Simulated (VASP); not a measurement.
Wanted: the native input for a VASP 6.6.1 run.

```yaml
Task: single point
Functional: PBE
Potentials_or_basis: VASP PAW PBE potentials, release 64 (B, W_sv)
Cutoff: 520 eV
k_mesh: 10 × 10 × 10
Occupations: gaussian, width 0.1 eV
Spin: no spin polarisation
Dipole_correction: no
Further_INCAR_settings: ALGO = Normal; EDIFF = 1e-06; NBANDS = 38
```

The structure of B5W3 lies in POSCAR:

```
B5W3
1.0
   -2.7247939461      2.7247939461      2.7247939461
    2.7247939461     -2.7247939461      2.7247939461
    2.7247939461      2.7247939461     -2.7247939461
B W
5 3
Direct
    0.0000000000      0.0000000000      0.0000000000
    0.0000000000      0.0000000000      0.5000000000
    0.0000000000      0.5000000000      0.0000000000
    0.5000000000      0.0000000000      0.0000000000
    0.5000000000      0.5000000000      0.5000000000
    0.0000000000      0.5000000000      0.5000000000
    0.5000000000      0.5000000000      0.0000000000
    0.5000000000      0.0000000000      0.5000000000
```

The cell was generated, and may not be a known phase.

One way to write it, as run:

INCAR

```
ALGO     = Normal         # electronic algorithm
EDIFF    = 1E-6           # SCF threshold, eV
ENCUT    = 520            # plane-wave cutoff, eV
GGA      = PE             # functional
ISIF     = 2              # what is computed and relaxed
ISMEAR   = 0              # smearing method
LASPH    = True           # aspherical terms in the spheres
LCHARG   = False          # write CHGCAR
LREAL    = False          # projectors in reciprocal space
LWAVE    = False          # write WAVECAR
NBANDS   = 38             # bands
NELM     = 60             # most SCF steps
PREC     = Accurate       # precision mode
SIGMA    = 0.1            # smearing width, eV
```

KPOINTS

```
k-points
0
Gamma
  10 10 10
```

Potentials or basis: VASP PAW PBE potentials, release 64 (B, W_sv).

Launch:

```console
$ cat potpaw_PBE.64/B/POTCAR potpaw_PBE.64/W_sv/POTCAR > POTCAR
$ mpirun -np 1 vasp_std > vasp.out
```

Results of the run:

```
Pressure               : 0.6 GPa
Band gap on the k mesh : zero (an odd number of electrons rules out a gap without spin polarisation)
```

Caveat: spin-orbit coupling is left out, which moves the levels of the heavy elements; an odd number of electrons without spin polarisation forces a metal; a magnetic or distorted state may lie lower.

Run time: 4.2 min on 1 thread of Intel Xeon 8259CL, on a shared host, peak memory 0.27 GiB.
